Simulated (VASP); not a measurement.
Write the native input for VASP 6.6.1 that does the following.

| Quantity | Value |
| --- | --- |
| Task | single point |
| Functional | r2SCAN |
| Potentials or basis | VASP PAW PBE potentials, release 64 (K_sv, F) |
| Cutoff | 520 eV |
| k mesh | 8 × 8 × 8 |
| Occupations | gaussian, width 0.01 eV |
| Spin | no spin polarisation |
| Dipole correction | no |
| Further INCAR settings | ALGO = Normal; EDIFF = 1e-06; NBANDS = 15 |

KF:

```
K F
1.0
     3.17887    0.00000    0.00000
     0.00000    3.17887    0.00000
     0.00000    0.00000    3.16743
K F
1 1
Direct
  0.00000 0.00000 0.00000
  0.50000 0.50000 0.50000
```

This cell differs from its parent crystal: uniaxial z strain -0.4%.

These files were run (other wordings do the same):

POSCAR

```
KF
1.0
    3.1788707423      0.0000000000      0.0000000000
    0.0000000000      3.1788707423      0.0000000000
    0.0000000000      0.0000000000      3.1674268076
K F
1 1
Direct
    0.0000000000      0.0000000000      0.0000000000
    0.5000000000      0.5000000000      0.5000000000
```

INCAR.step1

```
SYSTEM = KF
  PREC = Accurate
  ENCUT = 520
  ISMEAR = 0
  SIGMA = 0.01
  LREAL = .False.
  LASPH = .True.
  NELM = 100
  NBANDS = 15
  GGA = PE
  ALGO = Normal
  EDIFF = 1E-4
  LWAVE = .True.
  LCHARG = .False.
```

INCAR.step2

```
SYSTEM = KF
  PREC = Accurate
  ENCUT = 520
  EDIFF = 1E-6
  ISMEAR = 0
  SIGMA = 0.01
  LREAL = .False.
  LASPH = .True.
  NELM = 100
  ALGO = Normal
  ISIF = 2
  LWAVE = .False.
  LCHARG = .False.
  METAGGA = R2SCAN
  LMIXTAU = .True.
  NBANDS = 15
  ISTART = 1
```

KPOINTS

```
Automatic mesh
0
Gamma
  8 8 8
  0 0 0
```

Potentials or basis: VASP PAW PBE potentials, release 64 (K_sv, F).

The run is started by

```sh
$ cat potpaw_PBE.64/K_sv/POTCAR potpaw_PBE.64/F/POTCAR > POTCAR
$ cp INCAR.step1 INCAR
$ mpirun -np 1 vasp_std > vasp.out
$ cp INCAR.step2 INCAR
$ mpirun -np 1 vasp_std > vasp.out
```

Results of the run:

The pressure is 0.2 GPa. The band gap on the k mesh is 7.75 eV (least direct gap 7.78 eV).

Caveat: the cell differs from its parent crystal (uniaxial z strain -0.4%); the PAW data sets were made with another functional, which shifts forces and pressure a little.

Wall time 33 s on 1 thread of Intel(R) Xeon(R) 6975P-C (Granite Rapids), with other jobs on the host, peak memory 0.16 GiB.
